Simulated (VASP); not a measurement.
# GaMo in VASP: a series of runs

GaMo is run at these levels: PBE; tasks: single point.

All numbers are computed with VASP 6.6.1; they aren't measurements. Logs are shortened: lines on timing, memory, paths and dates and some standing lists are left out, and cuts for length are marked.

## 1. The cell of the first run

The typed cell holds 2 atoms: a = 2.932 Å, b = 2.932 Å, c = 3.560 Å, α = 90.00°, β = 90.00°, γ = 90.00°.

## 2. Single point, PBE

File INCAR:

```
SYSTEM = GaMo
PREC     = Accurate       ! precision mode
ENCUT    = 520            ! plane-wave cutoff, eV
EDIFF    = 1E-7           ! SCF threshold, eV
ISMEAR   = 0              ! smearing method
SIGMA    = 0.2            ! smearing width, eV
LREAL    = .FALSE.        ! projectors in reciprocal space
LASPH    = .TRUE.         ! aspherical terms in the spheres
NELM     = 100            ! most SCF steps
ALGO     = Normal         ! electronic algorithm
ISIF     = 2              ! what is computed and relaxed
LWAVE    = .FALSE.        ! write WAVECAR
LCHARG   = .FALSE.        ! write CHGCAR
GGA      = PE             ! functional
NBANDS   = 20             ! bands
```

File KPOINTS:

```
regular mesh
0
G
  7 7 4
  0 0 0
```

File POSCAR:

```
GaMo
1.0
    2.9317939110      0.0000000000      0.0000000000
    0.0000000000      2.9317939110      0.0000000000
    0.0000000000      0.0000000000      3.5600004479
Ga Mo
1 1
Direct
    0.0000000000      0.0000000000      0.7743129137
    0.5000000000      0.5000000000      0.2743718563
```

Potentials or basis: VASP PAW PBE potentials, release 64 (Ga_d, Mo_sv).

Launch:

```console
$ cat potpaw_PBE.64/Ga_d/POTCAR potpaw_PBE.64/Mo_sv/POTCAR > POTCAR
$ mpirun -np 1 vasp_std > vasp.out
```

OUTCAR:

```text
SYSTEM = GaMo
   PREC = Accurate
   ENCUT = 520
   EDIFF = 1E-7
   ISMEAR = 0
   LREAL = .FALSE.
   LASPH = .TRUE.
   NELM = 100
   ISIF = 2
   GGA = PE

 ion  position               nearest neighbor table
   1  0.000  0.000  0.774-   2 2.73   2 2.73   2 2.73   2 2.73   2 2.73   2 2.73   2 2.73   2 2.73

   2  0.500  0.500  0.274-   1 2.73   1 2.73   1 2.73   1 2.73   1 2.73   1 2.73   1 2.73   1 2.73

  LATTYP: Found a simple tetragonal cell.
 ALAT       =     2.9317939110
 C/A-ratio  =     1.2142737709

  Lattice vectors:

 A1 = (   2.9317939110,   0.0000000000,   0.0000000000)
 A2 = (   0.0000000000,   2.9317939110,   0.0000000000)
 A3 = (   0.0000000000,   0.0000000000,   3.5600004479)

Analysis of symmetry for initial positions (statically):
=====================================================================
 Subroutine PRICEL returns:
 Original cell was already a primitive cell.

 Routine SETGRP: Setting up the symmetry group for a
 simple tetragonal supercell.

 Subroutine GETGRP returns: Found  8 space group operations
 (whereof  8 operations were pure point group operations)
 out of a pool of 16 trial point group operations.

The static configuration has the point symmetry C_4v.

Analysis of symmetry for dynamics (positions and initial velocities):
=====================================================================
 Subroutine PRICEL returns:
 Original cell was already a primitive cell.

 Routine SETGRP: Setting up the symmetry group for a
 simple tetragonal supercell.

 Subroutine GETGRP returns: Found  8 space group operations
 (whereof  8 operations were pure point group operations)
 out of a pool of 16 trial point group operations.

The dynamic configuration has the point symmetry C_4v.

 Subroutine INISYM returns: Found  8 space group operations
 (whereof  8 operations are pure point group operations),
 and found     1 'primitive' translations

----------------------------------------------------------------------------------------

                                     Primitive cell

  volume of cell :      30.5997

  direct lattice vectors                    reciprocal lattice vectors
     2.931793911  0.000000000  0.000000000     0.341088095  0.000000000  0.000000000
     0.000000000  2.931793911  0.000000000     0.000000000  0.341088095  0.000000000
     0.000000000  0.000000000  3.560000448     0.000000000  0.000000000  0.280898841

  length of vectors
[... 80 lines left out ...]
   ENCUT  =  520.0 eV  38.22 Ry    6.18 a.u.   5.45  5.45  6.62*2*pi/ulx,y,z
   NELM   =    100;   NELMIN=  2; NELMDL= -5     # of ELM steps
   EDIFF  = 0.1E-06   stopping-criterion for ELM
   LREAL  =      F    real-space projection
   EDIFFG = 0.1E-05   stopping-criterion for IOM
   NSW    =      0    number of steps for IOM
   IBRION =     -1    ionic relax: 0-MD 1-quasi-New 2-CG
   NFREE  =      0    steps in history (QN), initial steepest desc. (CG)
   ISIF   =      2    stress and relaxation
   ISYM   =      2    0-nonsym 1-usesym 2-fastsym
   POTIM  = 0.5000    time-step for ionic-motion
   TEBEG  =    0.0;   TEEND  =   0.0 temperature during run
   PSTRESS=    0.0 pullay stress
   NELECT =      27.0000    total number of electrons
   NUPDOWN=      -1.0000    fix difference up-down
   EMIN   =  10.00;   EMAX   =-10.00  energy-range for DOS
   EFERMI =   0.00;   METHOD = LEGACY
   ISMEAR =     0;   SIGMA  =   0.20  broadening in eV -4-tet -1-fermi 0-gaus
   EFERMI_NEDOS =   21; number of points for ismear=-14 and -15
   IALGO  =     38    algorithm
   IMIX   =      4    mixing-type and parameters
     AMIX     =   0.40;   BMIX     =  1.00
     AMIX_MAG =   1.60;   BMIX_MAG =  1.00
  volume/ion in A,a.u.               =      15.30       103.25
  Fermi-wavevector in a.u.,A,eV,Ry     =   1.570208  2.967262 33.545875  2.465552
  Thomas-Fermi vector in A             =   2.671975
   LORBIT       =      0    0 simple, 1 ext, 2 COOP (PROOUT), +10 PAW based schemes
   GGA     = PE    functional components
   LHFCALC =     F    Hartree Fock is set to
   AEXX    =    0.0000 exact exchange contribution
   IVDW    =     0    specifies the selected vdW correction
   LEPSILON=     F    determine dielectric tensor
   LRPA    =     F    only Hartree local field effects (RPA)
 non-spin polarized calculation
 Gauss-broadening in eV      SIGMA  =   0.20
  energy-cutoff  :      520.00
  volume of cell :       30.60
 maximum number of plane-waves:       845
 NGX is ok and might be reduce to    24
   NGX = 11   NGY = 11   NGZ = 13

 number of electron      26.9999985 magnetization

 Free energy of the ion-electron system (eV)
  ---------------------------------------------------
  ext. energy  EPLUGINS =         0.00000000
  ---------------------------------------------------
  free energy    TOTEN  =       -13.54221462 eV

  energy without entropy =      -13.50565231  energy(sigma->0) =      -13.52393346

 E-fermi :  10.0764     XC(G=0): -12.8292

 val. band max:       10.0182798683   @ k =   0.4286   0.2857   0.2500
 cond. band min:      10.1075584043   @ k =   0.2857   0.2857   0.2500
 fundamental gap:      0.0892785360
 Fermi energy:        10.0764069876

 k-point     1 :       0.0000    0.0000    0.0000
  band No.  band energies     occupation
      1     -50.8267      2.00000
      2     -24.9377      2.00000
      3     -24.6613      2.00000
      4     -24.6613      2.00000
      5      -4.8067      2.00000
      6      -4.7138      2.00000
[... 541 lines left out ...]
     19      19.7910      0.00000
     20      22.9867      0.00000

 [... further k-points ...]

------------------------ aborting loop because EDIFF is reached ----------------------------------------

  FORCE on cell =-STRESS in cart. coord.  units (eV):
  Direction    XX          YY          ZZ          XY          YZ          ZX
  --------------------------------------------------------------------------------------
  -------------------------------------------------------------------------------------
  Total        0.0502346      0.0502346      0.0734347      0.0000000      0.0000000      0.0000000
  in kB        2.6302483      2.6302483      3.8449883      0.0000000      0.0000000      0.0000000
  external PRESSURE =       3.0351616 kB  Pullay stress =       0.0000000 kB

 VOLUME and BASIS-vectors are now :
 -----------------------------------------------------------------------------
  energy-cutoff  :      520.00
  volume of cell :       30.60
      direct lattice vectors                 reciprocal lattice vectors
     2.931793911  0.000000000  0.000000000     0.341088095  0.000000000  0.000000000
     0.000000000  2.931793911  0.000000000     0.000000000  0.341088095  0.000000000
     0.000000000  0.000000000  3.560000448     0.000000000  0.000000000  0.280898841

 POSITION                                       TOTAL-FORCE (eV/Angst)
 -----------------------------------------------------------------------------------
      0.00000      0.00000      2.75655         0.000000      0.000000      0.001952
      1.46590      1.46590      0.97676        -0.000000     -0.000000     -0.001952
 -----------------------------------------------------------------------------------
    total drift:                                0.000000      0.000000     -0.000334

  FREE ENERGIE OF THE ION-ELECTRON SYSTEM (eV)
  ---------------------------------------------------
  free  energy   TOTEN  =       -13.5422146172 eV

  energy  without entropy=      -13.5056523091  energy(sigma->0) =      -13.52393346
```

Wall time 12 s (1 thread of Intel Xeon Platinum 8375C at 2.90GHz (Ice Lake), shared host); peak memory 0.15 GiB.

Results:

```
Free energy : -13.5422 eV
Pressure    : 0.3 GPa
```

Caveat: the k points lie up to 0.44 Å⁻¹ apart.

## 3. Single point, PBE

This run uses another cell than the first one, of 15.41 Å³/atom, 1.007 times its volume.

File INCAR:

```
SYSTEM = GaMo
ALGO = Normal
EDIFF = 1E-6
ENCUT = 520
GGA = PE
ISIF = 2
ISMEAR = 0
LASPH = .True.
LCHARG = .True.
LELF = .True.
LREAL = .False.
LVHAR = .True.
LWAVE = .False.
NBANDS = 20
NELM = 60
PREC = Accurate
SIGMA = 0.2
```

File KPOINTS:

```
k-points
0
Gamma
  7 7 5
  0 0 0
```

File POSCAR:

```
GaMo
1.0
    2.7372799335      0.0000000000      0.0000000000
    0.0000000000      2.7372799335      0.0000000000
    0.0000000000      0.0000000000      4.1130700944
Ga Mo
1 1
Direct
    0.5000000000      0.5000000000      0.5000000000
    0.0000000000      0.0000000000      0.0000000000
```

Potentials or basis: VASP PAW PBE potentials, release 64 (Ga_d, Mo_sv).

Launch:

```console
$ cat potpaw_PBE.64/Ga_d/POTCAR potpaw_PBE.64/Mo_sv/POTCAR > POTCAR
$ mpirun -np 1 vasp_std > vasp.out
```

Wall time 17 s (1 thread of Intel Xeon Platinum 8375C at 2.90GHz (Ice Lake), shared host); peak memory 0.15 GiB.

The run converged. Its results:

```yaml
Free_energy: -13.4883 eV
Pressure: 0.7 GPa
```

Stress tensor (GPa, compression positive):
```
0.67 0.00 0.00
0.00 0.67 0.00
0.00 0.00 0.80
```

Levels at points of the mesh, in eV from the Fermi level:
| k point | band 10 | band 11 | band 12 | band 13 | band 14 | band 15 | band 16 | band 17 |
| --- | --- | --- | --- | --- | --- | --- | --- | --- |
| (0.00, 0.00, 0.00) | -11.06 | -3.95 | -3.65 | -1.38 | 1.17 | 1.17 | 2.78 | 6.21 |

## 4. Single point, PBE

This run uses another cell than the first one, of 15.40 Å³/atom, 1.006 times its volume.

File INCAR:

```
SYSTEM = GaMo
ALGO = Normal ; EDIFF = 1E-6
ENCUT = 520 ; GGA = PE
ISIF = 2 ; ISMEAR = 0
LASPH = .True. ; LCHARG = .True.
LELF = .True. ; LREAL = .False.
LVHAR = .True. ; LWAVE = .False.
NBANDS = 20 ; NELM = 80
PREC = Accurate ; SIGMA = 0.2
```

File KPOINTS:

```
k-points
0
Gamma
  6 6 5
  0 0 0
```

File POSCAR:

```
GaMo
1.0
    2.7254598996      0.0000000000      0.0000000000
    0.0000000000      2.7254598996      0.0000000000
    0.0000000000      0.0000000000      4.1451140379
Ga Mo
1 1
Direct
    0.5000000000      0.5000000000      0.5000000000
    0.0000000000      0.0000000000      0.0000000000
```

Launch:

```console
$ cat potpaw_PBE.64/Ga_d/POTCAR potpaw_PBE.64/Mo_sv/POTCAR > POTCAR
$ mpirun -np 1 vasp_std > vasp.out
```

It took 8.1 s on 1 thread of AMD EPYC 9R45 (Zen 5), shared host; peak memory 0.12 GiB.

Results (log left out):

| Item | Value |
| --- | --- |
| Free energy | -13.5704 eV |
| Pressure | 0.3 GPa |

Stress tensor (GPa, compression positive):
```
0.14 0.00 0.00
0.00 0.14 0.00
0.00 0.00 0.51
```

Levels at points of the mesh, in eV from the Fermi level:
| k point | band 10 | band 11 | band 12 | band 13 | band 14 | band 15 | band 16 | band 17 |
| --- | --- | --- | --- | --- | --- | --- | --- | --- |
| (0.00, 0.00, 0.00) | -11.04 | -4.02 | -3.75 | -1.47 | 1.19 | 1.19 | 2.78 | 6.04 |
| (0.50, 0.00, 0.00) | -5.98 | -5.83 | -4.32 | -2.83 | 0.04 | 1.62 | 4.55 | 5.22 |
| (0.50, 0.50, 0.00) | -5.77 | -2.02 | -2.02 | -1.01 | -1.01 | -0.89 | 2.69 | 4.52 |

Caveat: the k points lie up to 0.38 Å⁻¹ apart.

## 5. Summary

```tsv
cell	k mesh	gap on the mesh (eV)	pressure (GPa)
a = 2.932, b = 2.932, c = 3.560 Å, 2 atoms	7 × 7 × 4	none	0.3
a = 2.737, b = 2.737, c = 4.113 Å, 2 atoms	7 × 7 × 5	none	0.7
a = 2.725, b = 2.725, c = 4.145 Å, 2 atoms	6 × 6 × 5	none	0.3
```

Alike in all rows: task single point; level PBE; potentials or basis VASP PAW PBE potentials, release 64 (Ga_d, Mo_sv); no spin polarisation; cutoff (eV) 520; smearing gaussian 0.2 eV.

Caveats: some runs use coarse meshes.

Absolute energies hang on the potentials; compare differences alone.
